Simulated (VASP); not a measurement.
AgCl:

```
Ag Cl
1.0
     0.00000    2.77318    2.77318
     2.77318    0.00000    2.77318
     2.77318    2.77318    0.00000
Ag Cl
1 1
Direct
  0.00000 0.00000 0.00000
  0.50000 0.50000 0.50000
```

Program: VASP 6.6.1. Alike in all runs: task single point; potentials or basis VASP PAW PBE potentials, release 64 (Ag, Cl); no spin polarisation; cell as given; cutoff (eV) 520.

Problem. Order these runs on this cell by their band gap on the k mesh, lowest first.
A. level PBE; k mesh 6 × 6 × 6; smearing methfessel-paxton 0.001 eV
B. level PBE-based screened hybrid with 100 % exact exchange; k mesh 4 × 4 × 4; smearing gaussian 0.01 eV; grid for exact exchange (PRECFOCK) Normal; share of exact exchange 1; screening parameter 0.1 1/Å
C. level PBE-based screened hybrid with 20 % exact exchange; k mesh 4 × 4 × 4; smearing gaussian 0.01 eV; grid for exact exchange (PRECFOCK) Normal; share of exact exchange 0.2; screening parameter 0.5 1/Å

Solution. A (0.91 eV), C (1.62 eV), B (8.79 eV).

Caveats: some runs use coarse meshes.

A k mesh can miss the band edges.
